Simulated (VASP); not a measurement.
Here is a VASP 6.6.1 calculation.

The input INCAR:

```
SYSTEM = Se
PREC = Accurate ; ENCUT = 520
EDIFF = 1E-6 ; ISMEAR = -1
SIGMA = 0.08 ; LREAL = .FALSE.
LASPH = .TRUE. ; NELM = 100
ALGO = Normal ; ISIF = 2
LWAVE = .FALSE. ; LCHARG = .FALSE.
GGA = PS ; NBANDS = 13
```

KPOINTS

```
Automatic mesh
0
G
  18 18 10
  0 0 0
```

The input POSCAR:

```
Se
1.0
    2.4161169815      0.0000000000      0.0000000000
   -1.2080584907      2.0924186845      0.0000000000
    0.0000000000      0.0000000000      3.7178361706
Se
2
Direct
    0.3333333333      0.6666666667      0.2500000000
    0.6666666667      0.3333333333      0.7500000000
```

Potentials or basis: VASP PAW PBE potentials, release 64 (Se).

Command:

```sh
$ cat potpaw_PBE.64/Se/POTCAR > POTCAR
$ mpirun -np 1 vasp_std > vasp.out
```

Question: Estimate the pressure.

Answer: 296.8 GPa.

Question: Estimate the band gap on the k mesh.

Answer: Zero (band 6 reaches 25.73 eV, above the bottom of band 7 at 13.51 eV).

Stress tensor (GPa, compression positive):
```
296.52   0.00   0.00
  0.00 296.52   0.00
  0.00   0.00 297.41
```

Caveat: the PAW data sets were made with another functional, which shifts forces and pressure a little.
